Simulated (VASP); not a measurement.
Runs of VASP 6.6.1 on BiTe. The structure is that of space group Fm-3m (No. 225), or close to it. The cells are those of the table. 

| cell | gap on the mesh (eV) | pressure (GPa) |
| --- | --- | --- |
| a = 4.529 Å, angles 60.0°, 2 atoms | none | (a) |
| a = 4.665 Å, angles 60.0°, 2 atoms | none | (b) |
| a = 4.620 Å, angles 60.0°, 2 atoms | none | -0.8 |
| a = 4.575 Å, angles 60.0°, 2 atoms | none | 0.6 |
| a = 4.482 Å, angles 60.0°, 2 atoms | none | 4.2 |

Alike in all rows: task single point; level PBE; potentials or basis VASP PAW PBE potentials, release 64 (Bi_d, Te); no spin polarisation; k mesh 8 × 8 × 8; cutoff (eV) 500; smearing fermi-dirac 0.05 eV.

Problem. Estimate the missing entries.

Solution. (a) 2.3; (b) -2.0.

Caveats: spin-orbit coupling is left out, which moves the levels of the heavy elements.

A k mesh can miss the band edges, and the runs leave out spin-orbit coupling on Bi, Te.

A gap of «none» marks levels without a gap at the run's occupations.
